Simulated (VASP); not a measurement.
# Si (Fd-3m) in VASP: further runs

Si is run at these levels: PBEsol+D4, PBEsol+D3(BJ); tasks: single point.

Program: VASP 6.6.1. These are calculated values, not measurements. Logs are shortened: lines on timing, memory, paths and dates and some standing lists are left out, and cuts for length are marked.

**1. The cell of the first run**

The structure is cubic, space group Fd-3m (No. 227). The conventional cell has a = 5.406 Å, b = 5.406 Å, c = 5.406 Å, α = 90.00°, β = 90.00°, γ = 90.00°. Si (site symmetry -43m) has 4 Si at 2.34 Å within 3.1 Å.

**2. Single point, PBEsol+D4**

Contents of INCAR:

```
SYSTEM = Si
PREC = Accurate
ENCUT = 520
EDIFF = 1E-6
ISMEAR = -1
SIGMA = 0.05
LREAL = .False.
LASPH = .True.
NELM = 80
ALGO = Normal
ISIF = 2
LWAVE = .False.
LCHARG = .False.
GGA = PS
IVDW = 13
NBANDS = 11
```

Contents of KPOINTS:

```
regular mesh
0
Gamma
  8 8 8
  0 0 0
```

Contents of POSCAR:

```
Si
1.0
    0.0000000000      2.7031677449      2.7031677449
    2.7031677449      0.0000000000      2.7031677449
    2.7031677449      2.7031677449      0.0000000000
Si
2
Direct
    0.5000000000      0.5000000000      0.5000000000
    0.7500000000      0.7500000000      0.7500000000
```

Potentials or basis: VASP PAW PBE potentials, release 64 (Si).

Launch:

```sh
$ cat potpaw_PBE.64/Si/POTCAR > POTCAR
$ mpirun -np 1 vasp_std > vasp.out
```

OUTCAR:

```text
SYSTEM = Si
   PREC = Accurate
   ENCUT = 520
   EDIFF = 1E-6
   ISMEAR = -1
   LREAL = .False.
   LASPH = .True.
   NELM = 80
   ISIF = 2
   GGA = PS
   IVDW = 13

 ion  position               nearest neighbor table
   1  0.500  0.500  0.500-   2 2.34   2 2.34   2 2.34   2 2.34
   2  0.750  0.750  0.750-   1 2.34   1 2.34   1 2.34   1 2.34

  LATTYP: Found a face centered cubic cell.
 ALAT       =     5.4063354898

  Lattice vectors:

 A1 = (   0.0000000000,   2.7031677449,   2.7031677449)
 A2 = (   2.7031677449,   0.0000000000,   2.7031677449)
 A3 = (   2.7031677449,   2.7031677449,   0.0000000000)

Analysis of symmetry for initial positions (statically):
=====================================================================
 Subroutine PRICEL returns:
 Original cell was already a primitive cell.

 Routine SETGRP: Setting up the symmetry group for a
 face centered cubic supercell.

 Subroutine GETGRP returns: Found 48 space group operations
 (whereof 24 operations were pure point group operations)
 out of a pool of 48 trial point group operations.

The static configuration has the point symmetry T_d .
 The point group associated with its full space group is O_h .

Analysis of symmetry for dynamics (positions and initial velocities):
=====================================================================
 Subroutine PRICEL returns:
 Original cell was already a primitive cell.

 Routine SETGRP: Setting up the symmetry group for a
 face centered cubic supercell.

 Subroutine GETGRP returns: Found 48 space group operations
 (whereof 24 operations were pure point group operations)
 out of a pool of 48 trial point group operations.

The dynamic configuration has the point symmetry T_d .
 The point group associated with its full space group is O_h .

 Subroutine INISYM returns: Found 48 space group operations
 (whereof 24 operations are pure point group operations),
 and found     1 'primitive' translations

----------------------------------------------------------------------------------------

                                     Primitive cell

  volume of cell :      39.5047

  direct lattice vectors                    reciprocal lattice vectors
     0.000000000  2.703167745  2.703167745    -0.184968173  0.184968173  0.184968173
     2.703167745  0.000000000  2.703167745     0.184968173 -0.184968173  0.184968173
     2.703167745  2.703167745  0.000000000     0.184968173  0.184968173 -0.184968173

  length of vectors
     3.822856486  3.822856486  3.822856486     0.320374274  0.320374274  0.320374274

  position of ions in fractional coordinates (direct lattice)
     0.500000000  0.500000000  0.500000000
     0.750000000  0.750000000  0.750000000

  ion indices of the primitive-cell ions
   primitive index   ion index
                 1           1
                 2           2

----------------------------------------------------------------------------------------

 KPOINTS: regular mesh

Automatic generation of k-mesh.
 Grid dimensions read from file:
 generate k-points for:    8    8    8

 Generating k-lattice:

  Cartesian coordinates                     Fractional coordinates (reciprocal lattice)
    -0.023121022  0.023121022  0.023121022     0.125000000  0.000000000  0.000000000
     0.023121022 -0.023121022  0.023121022     0.000000000  0.125000000  0.000000000
     0.023121022  0.023121022 -0.023121022     0.000000000  0.000000000  0.125000000

  Length of vectors
     0.040046784  0.040046784  0.040046784

  Shift w.r.t. Gamma in fractional coordinates (k-lattice)
     0.000000000  0.000000000  0.000000000

 Subroutine IBZKPT returns following result:
 ===========================================

 Found     29 irreducible k-points:

 Following reciprocal coordinates:
            Coordinates               Weight
  0.000000  0.000000  0.000000      1.000000
  0.125000  0.000000  0.000000      8.000000
  0.250000  0.000000  0.000000      8.000000
  0.375000  0.000000  0.000000      8.000000
  0.500000  0.000000  0.000000      4.000000
  0.125000  0.125000  0.000000      6.000000
[... 16 lines left out ...]
  0.500000  0.250000  0.125000     48.000000
 -0.375000  0.250000  0.125000     24.000000
 [... further k-points ...]
   k-points           NKPTS =     29   k-points in BZ     NKDIM =     29   number of bands    NBANDS=     11
   number of dos      NEDOS =    301   number of ions     NIONS =      2
   total plane-waves  NPLWV =  21952
   dimension x,y,z NGX =    28 NGY =   28 NGZ =   28
   dimension x,y,z NGXF=    56 NGYF=   56 NGZF=   56
   ions per type =               2
   NGX,Y,Z   is equivalent  to a cutoff of  12.18, 12.18, 12.18 a.u.
   NGXF,Y,Z  is equivalent  to a cutoff of  24.35, 24.35, 24.35 a.u.
 SYSTEM =  Si
   PREC   = accura    normal or accurate (medium, high low for compatibility)
   ISTART =      0    job   : 0-new  1-cont  2-samecut
   ICHARG =      2    charge: 1-file 2-atom 10-const
   ISPIN  =      1    spin polarized calculation?
   LNONCOLLINEAR =      F non collinear calculations
   LSORBIT =      F    spin-orbit coupling
   LASPH  =      T    aspherical Exc in radial PAW
   ENCUT  =  520.0 eV  38.22 Ry    6.18 a.u.   7.11  7.11  7.11*2*pi/ulx,y,z
   NELM   =     80;   NELMIN=  2; NELMDL= -5     # of ELM steps
   EDIFF  = 0.1E-05   stopping-criterion for ELM
   LREAL  =      F    real-space projection
   EDIFFG = 0.1E-04   stopping-criterion for IOM
   NSW    =      0    number of steps for IOM
   IBRION =     -1    ionic relax: 0-MD 1-quasi-New 2-CG
   NFREE  =      0    steps in history (QN), initial steepest desc. (CG)
   ISIF   =      2    stress and relaxation
   ISYM   =      2    0-nonsym 1-usesym 2-fastsym
   POTIM  = 0.5000    time-step for ionic-motion
   TEBEG  =    0.0;   TEEND  =   0.0 temperature during run
   PSTRESS=    0.0 pullay stress
   NELECT =       8.0000    total number of electrons
   NUPDOWN=      -1.0000    fix difference up-down
   EMIN   =  10.00;   EMAX   =-10.00  energy-range for DOS
   EFERMI =   0.00;   METHOD = LEGACY
   ISMEAR =    -1;   SIGMA  =   0.05  broadening in eV -4-tet -1-fermi 0-gaus
   EFERMI_NEDOS =   21; number of points for ismear=-14 and -15
   IALGO  =     38    algorithm
   IMIX   =      4    mixing-type and parameters
     AMIX     =   0.40;   BMIX     =  1.00
     AMIX_MAG =   1.60;   BMIX_MAG =  1.00
  volume/ion in A,a.u.               =      19.75       133.30
  Fermi-wavevector in a.u.,A,eV,Ry     =   0.961365  1.816717 12.574824  0.924223
  Thomas-Fermi vector in A             =   2.090731
   LORBIT       =      0    0 simple, 1 ext, 2 COOP (PROOUT), +10 PAW based schemes
   GGA     = PS    functional components
   LHFCALC =     F    Hartree Fock is set to
   AEXX    =    0.0000 exact exchange contribution
   IVDW    =    13    specifies the selected vdW correction
   LEPSILON=     F    determine dielectric tensor
   LRPA    =     F    only Hartree local field effects (RPA)
 non-spin polarized calculation
  energy-cutoff  :      520.00
  volume of cell :       39.50
 maximum number of plane-waves:      1090
   NGX = 15   NGY = 15   NGZ = 15

 number of electron       8.0000001 magnetization

 Free energy of the ion-electron system (eV)
  ---------------------------------------------------
  ext. energy  EPLUGINS =         0.00000000
  ---------------------------------------------------
  free energy    TOTEN  =       -11.48594996 eV

  energy without entropy =      -11.48585897  energy(sigma->0) =      -11.48590447

 E-fermi :   6.1475     XC(G=0):  -9.6048

 val. band max:        5.9290146535   @ k =   0.0000   0.0000   0.0000
 cond. band min:       6.4094424290   @ k =   0.3750   0.3750   0.0000
 fundamental gap:      0.4804277755
 Fermi energy:         6.1474721776

 k-point     1 :       0.0000    0.0000    0.0000
  band No.  band energies     occupation
      1      -6.1554      2.00000
      2       5.9290      1.97499
      3       5.9290      1.97499
      4       5.9290      1.97499
      5       8.4509      0.00000
      6       8.4509      0.00000
      7       8.4509      0.00000
      8       9.4078      0.00000
      9      13.6239      0.00000
     10      13.6239      0.00000
     11      13.6939      0.00000

 k-point     2 :       0.1250    0.0000    0.0000
  band No.  band energies     occupation
      1      -5.9481      2.00000
      2       4.3110      2.00000
      3       5.6324      1.99993
      4       5.6324      1.99993
      5       8.4116      0.00000
      6       8.8847      0.00000
      7       8.8847      0.00000
      8      10.7205      0.00000
      9      13.1135      0.00000
     10      13.1135      0.00000
     11      14.5081      0.00000

 k-point     3 :       0.2500    0.0000    0.0000
  band No.  band energies     occupation
      1      -5.3426      2.00000
      2       1.9508      2.00000
      3       5.1548      2.00000
      4       5.1548      2.00000
      5       7.9359      0.00000
      6       9.3971      0.00000
      7       9.3971      0.00000
      8      12.8868      0.00000
      9      13.0651      0.00000
     10      13.0651      0.00000
     11      14.7594      0.00000
[... 267 lines left out ...]
 k-point    23 :       0.5000    0.2500    0.1250
  band No.  band energies     occupation
      1      -3.8978      2.00000
      2       0.0341      2.00000
      3       2.5267      2.00000
      4       3.9514      2.00000
      5       8.7327      0.00000
      6       9.4250      0.00000
      7      10.8954      0.00000
      8      11.8522      0.00000
      9      14.9468      0.00000
     10      15.6408      0.00000
     11      17.8521      0.00000

 k-point    24 :      -0.3750    0.2500    0.1250
  band No.  band energies     occupation
      1      -3.2253      2.00000
      2      -0.9389      2.00000
      3       2.4014      2.00000
      4       3.7141      2.00000
      5       8.9557      0.00000
      6       8.9574      0.00000
      7      11.8298      0.00000
      8      13.0017      0.00000
      9      13.3132      0.00000
     10      16.4604      0.00000
     11      17.6501      0.00000

 [... further k-points ...]

------------------------ aborting loop because EDIFF is reached ----------------------------------------

  DFT-D4 for vdW energy calculation

  Edisp (eV):   -0.38271

  FORCE on cell =-STRESS in cart. coord.  units (eV):
  Direction    XX          YY          ZZ          XY          YZ          ZX
  --------------------------------------------------------------------------------------
  -------------------------------------------------------------------------------------
  Total       0.04721     0.04721     0.04721     0.00000     0.00000    -0.00000
  in kB       1.91487     1.91487     1.91487     0.00000     0.00000    -0.00000
  external pressure =        1.91 kB  Pullay stress =        0.00 kB

 VOLUME and BASIS-vectors are now :
 -----------------------------------------------------------------------------
  energy-cutoff  :      520.00
  volume of cell :       39.50
      direct lattice vectors                 reciprocal lattice vectors
     0.000000000  2.703167745  2.703167745    -0.184968173  0.184968173  0.184968173
     2.703167745  0.000000000  2.703167745     0.184968173 -0.184968173  0.184968173
     2.703167745  2.703167745  0.000000000     0.184968173  0.184968173 -0.184968173

 POSITION                                       TOTAL-FORCE (eV/Angst)
 -----------------------------------------------------------------------------------
      2.70317      2.70317      2.70317         0.000000      0.000000     -0.000000
      4.05475      4.05475      4.05475        -0.000000     -0.000000      0.000000
 -----------------------------------------------------------------------------------
    total drift:                                0.000000      0.000000     -0.000000

  FREE ENERGIE OF THE ION-ELECTRON SYSTEM (eV)
  ---------------------------------------------------
  free  energy   TOTEN  =       -11.8686579208 eV

  energy  without entropy=      -11.8685669351  energy(sigma->0) =      -11.86861243
```

It took 15 s on 1 thread of Intel Xeon Platinum 8375C at 2.90GHz (Ice Lake), shared host; peak memory 0.15 GiB.

Results:

```
Free energy                : -11.8687 eV
Pressure                   : 0.2 GPa
Band gap on the k mesh     : 0.48 eV, indirect (least direct gap 2.52 eV)
Dispersion energy per atom : -0.191 eV
```

Levels at points of the mesh, in eV from the valence-band top:
```
           k point  band 1  band 2  band 3  band 4  band 5  band 6  band 7  band 8
(0.00, 0.00, 0.00)  -12.08    0.00    0.00    0.00    2.52    2.52    2.52    3.48
(0.50, 0.00, 0.00)   -9.70   -7.08   -1.22   -1.22    1.51    3.27    3.27    7.53
(0.50, 0.50, 0.00)   -7.87   -7.87   -2.91   -2.91    0.56    0.56   10.18   10.18
```

Caveat: the PAW data sets were made with another functional, which shifts forces and pressure a little. PBEsol gaps usually lie below the measured ones, often by a third to a half.

**3. Single point, PBEsol+D3(BJ)**

This run uses another cell than the first one, of 19.63 Å³/atom, 0.994 times its volume.

Contents of INCAR:

```
SYSTEM = Si
PREC     = Accurate       ! precision mode
ENCUT    = 520            ! plane-wave cutoff, eV
EDIFF    = 1E-6           ! SCF threshold, eV
ISMEAR   = -1             ! smearing method
SIGMA    = 0.05           ! smearing width, eV
LREAL    = .False.        ! projectors in reciprocal space
LASPH    = .True.         ! aspherical terms in the spheres
NELM     = 100            ! most SCF steps
ALGO     = Normal         ! electronic algorithm
ISIF     = 2              ! what is computed and relaxed
LWAVE    = .False.        ! write WAVECAR
LCHARG   = .True.         ! write CHGCAR
GGA      = PS             ! functional
IVDW     = 12             ! dispersion correction
LELF     = .True.         ! ELF
LVHAR    = .True.       
NBANDS   = 11             ! bands
```

KPOINTS is that of step 2.

Contents of POSCAR:

```
Si
1.0
    0.0000000000      2.6976395662      2.6976395662
    2.6976395662      0.0000000000      2.6976395662
    2.6976395662      2.6976395662      0.0000000000
Si
2
Direct
    0.5000000000      0.5000000000      0.5000000000
    0.7500000000      0.7500000000      0.7500000000
```

Potentials or basis: VASP PAW PBE potentials, release 64 (Si).

Launch:

```sh
$ cat potpaw_PBE.64/Si/POTCAR > POTCAR
$ mpirun -np 1 vasp_std > vasp.out
```

OUTCAR:

```text
SYSTEM = Si
   PREC = Accurate
   ENCUT = 520
   EDIFF = 1E-6
   ISMEAR = -1
   LREAL = .False.
   LASPH = .True.
   NELM = 100
   ISIF = 2
   GGA = PS
   IVDW = 12
 IVDW          = 12

 ion  position               nearest neighbor table
   1  0.500  0.500  0.500-   2 2.34   2 2.34   2 2.34   2 2.34
   2  0.750  0.750  0.750-   1 2.34   1 2.34   1 2.34   1 2.34

  LATTYP: Found a face centered cubic cell.
 ALAT       =     5.3952791324

  Lattice vectors:

 A1 = (   0.0000000000,   2.6976395662,   2.6976395662)
 A2 = (   2.6976395662,   0.0000000000,   2.6976395662)
 A3 = (   2.6976395662,   2.6976395662,   0.0000000000)

Analysis of symmetry for initial positions (statically):
=====================================================================
 Subroutine PRICEL returns:
 Original cell was already a primitive cell.

 Routine SETGRP: Setting up the symmetry group for a
 face centered cubic supercell.

 Subroutine GETGRP returns: Found 48 space group operations
 (whereof 24 operations were pure point group operations)
 out of a pool of 48 trial point group operations.

The static configuration has the point symmetry T_d .
 The point group associated with its full space group is O_h .

Analysis of symmetry for dynamics (positions and initial velocities):
[... 174 lines left out ...]
      7       8.5164      0.00000
      8       9.5419      0.00000
      9      13.6902      0.00000
     10      13.6902      0.00000
     11      13.7824      0.00000
[... 309 lines left out ...]
 k-point    24 :      -0.3750    0.2500    0.1250
  band No.  band energies     occupation
      1      -3.1866      2.00000
      2      -0.8992      2.00000
      3       2.4472      2.00000
      4       3.7634      2.00000
      5       9.0144      0.00000
      6       9.0330      0.00000
      7      11.9109      0.00000
      8      13.0817      0.00000
      9      13.4028      0.00000
     10      16.5446      0.00000
     11      17.7577      0.00000

 [... further k-points ...]

------------------------ aborting loop because EDIFF is reached ----------------------------------------

 Edisp (eV)   -0.55236

 E8    (eV) :    -0.3497

  FORCE on cell =-STRESS in cart. coord.  units (eV):
  Direction    XX          YY          ZZ          XY          YZ          ZX
  --------------------------------------------------------------------------------------
  -------------------------------------------------------------------------------------
  Total       0.03533     0.03533     0.03533    -0.00000     0.00000     0.00000
  in kB       1.44185     1.44185     1.44185    -0.00000     0.00000     0.00000
  external pressure =        1.44 kB  Pullay stress =        0.00 kB

 VOLUME and BASIS-vectors are now :
 -----------------------------------------------------------------------------
  energy-cutoff  :      520.00
  volume of cell :       39.26
      direct lattice vectors                 reciprocal lattice vectors
     0.000000000  2.697639566  2.697639566    -0.185347222  0.185347222  0.185347222
     2.697639566  0.000000000  2.697639566     0.185347222 -0.185347222  0.185347222
     2.697639566  2.697639566  0.000000000     0.185347222  0.185347222 -0.185347222

 POSITION                                       TOTAL-FORCE (eV/Angst)
 -----------------------------------------------------------------------------------
      2.69764      2.69764      2.69764        -0.000000     -0.000000     -0.000000
      4.04646      4.04646      4.04646         0.000000      0.000000      0.000000
 -----------------------------------------------------------------------------------
    total drift:                                0.000000      0.000000     -0.000000

  FREE ENERGIE OF THE ION-ELECTRON SYSTEM (eV)
  ---------------------------------------------------
  free  energy   TOTEN  =       -12.0354343048 eV

  energy  without entropy=      -12.0353349202  energy(sigma->0) =      -12.03538461
```

stdout:

```text
POSCAR found type information on POSCAR Si
 POSCAR found :  1 types and       2 ions
 scaLAPACK will be used
 -----------------------------------------------------------------------------
|                                                                             |
|                                                                             |
|     You enforced a specific xc type in the INCAR file but a different       |
|     I HOPE YOU KNOW WHAT YOU ARE DOING!                                     |
|                                                                             |
 -----------------------------------------------------------------------------

 LDA part: xc-table for (Slater+PW92), standard interpolation
 POSCAR, INCAR and KPOINTS ok, starting setup
 FFT: planning ... GRIDC
 FFT: planning ... GRID_SOFT
 FFT: planning ... GRID
 WAVECAR not read
 entering main loop
```

Run time: 5.3 s. Hardware: 1 thread of Intel Xeon 6975P-C (Granite Rapids), shared host; peak memory 0.15 GiB.

Results:

```
Free energy                : -12.0354 eV
Pressure                   : 0.1 GPa
Band gap on the k mesh     : 0.47 eV, indirect (least direct gap 2.52 eV)
Dispersion energy per atom : -0.276 eV
```

Levels at points of the mesh, in eV from the valence-band top:
```csv
k point,band 1,band 2,band 3,band 4,band 5,band 6,band 7,band 8,band 9
"(0.00, 0.00, 0.00)",-12.13,0.00,0.00,0.00,2.52,2.52,2.52,3.55,7.70
"(0.50, 0.00, 0.00)",-9.73,-7.11,-1.22,-1.22,1.53,3.26,3.26,7.54,10.56
"(0.50, 0.50, 0.00)",-7.89,-7.89,-2.93,-2.93,0.55,0.55,10.23,10.23,11.00
```

Caveat: the PAW data sets were made with another functional, which shifts forces and pressure a little. A k mesh can miss the band edges.
